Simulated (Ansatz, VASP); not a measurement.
Two plane-wave programs on HgTe

```
CELL_PARAMETERS angstrom
2.99252 -3.46693 0.00000
2.99252 3.46693 0.00000
0.00000 0.00000 5.79816
ATOMIC_POSITIONS crystal
Hg 0.65695 0.34305 0.25000
Hg 0.34305 0.65695 0.75000
Te 0.21519 0.78481 0.25000
Te 0.78481 0.21519 0.75000
```

Alike in both runs: functional r2SCAN; k mesh 6 × 6 × 5; occupations fermi-dirac, width 0.05 eV; no spin polarisation.

|  | VASP | Ansatz |
| --- | --- | --- |
| version | VASP 6.6.1 | Ansatz 0.2.0 |
| potentials or method | VASP PAW PBE potentials, release 64 (Hg, Te) | Ansatz PAW |
| plane-wave cutoff (eV) | 520 | 500 |
| valence electrons in the cell | 36 | 72 |
| task | single point | band structure |

Ansatz gave:

| Quantity | Value |
| --- | --- |
| gap on the k mesh at the Fermi level (eV) | none |
| pressure (GPa) | -1.4 |
| traceless stress, the component that is largest in VASP (GPa) | 0.34 |
| rms of the force components (eV/Å) | 0.077 |

Q: Estimate VASP's values.

A: gap on the k mesh at the Fermi level (eV): none; pressure (GPa): -1.3; traceless stress, the component that is largest in VASP (GPa): 0.31; rms of the force components (eV/Å): 0.071.

VASP's potentials were made for PBE, not for r2SCAN. Atom by atom the forces differ by 0.006 eV/Å (rms over components). A gap of «none» marks a metal or a gap that the smearing closes. VASP's potentials hold 36 valence electrons a cell and Ansatz's 72, so a difference there can come from the potentials and not from the codes.

Spin-orbit coupling is off throughout.
